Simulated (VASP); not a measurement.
BiP2:

```
Bi P
1.0
     0.00000    3.17234    3.17234
     3.17234    0.00000    3.17234
     3.17234    3.17234    0.00000
Bi P
1 2
Direct
  0.00000 0.00000 0.00000
  0.25000 0.25000 0.25000
  0.75000 0.75000 0.75000
```

```yaml
Program: VASP 6.6.1
Task: relaxation of cell and atoms
Functional: PBE
Potentials_or_basis: VASP PAW PBE potentials, release 64 (Bi_d, P)
Cutoff: 600 eV
k_mesh: 6 × 6 × 6
Occupations: gaussian, width 0.1 eV
Spin: no spin polarisation
```

At the start: pressure 14.8 GPa; volume 21.28 Å³/atom.

**Question.** Where does the relaxation end?

**Answer.** Over 3 steps the energy falls by 165.9 meV/atom and the volume is 25.43 Å³/atom (+19.5 %); space group Fm-3m (No. 225, to 0.1 Å) before and after.

Step by step:
```
step  energy change (eV)  largest force (eV/Å)  pressure (GPa)  volume (Å³)
   1              0.0000                0.0000           14.82        63.85
   2             -0.3832                0.0000           -4.45        83.83
   3             -0.4976                0.0000            0.01        76.28
```

Final structure:
```
Bi P
1.0
     0.00000    3.36607    3.36607
     3.36607    0.00000    3.36607
     3.36607    3.36607    0.00000
Bi P
1 2
Cartesian
  0.0000 0.0000 0.0000
  1.6830 1.6830 1.6830
  5.0491 5.0491 5.0491
```

Caveat: the volume moved by over 15 % at a fixed basis, so the end points are rough; an odd number of electrons without spin polarisation forces a metal; a magnetic or distorted state may lie lower.
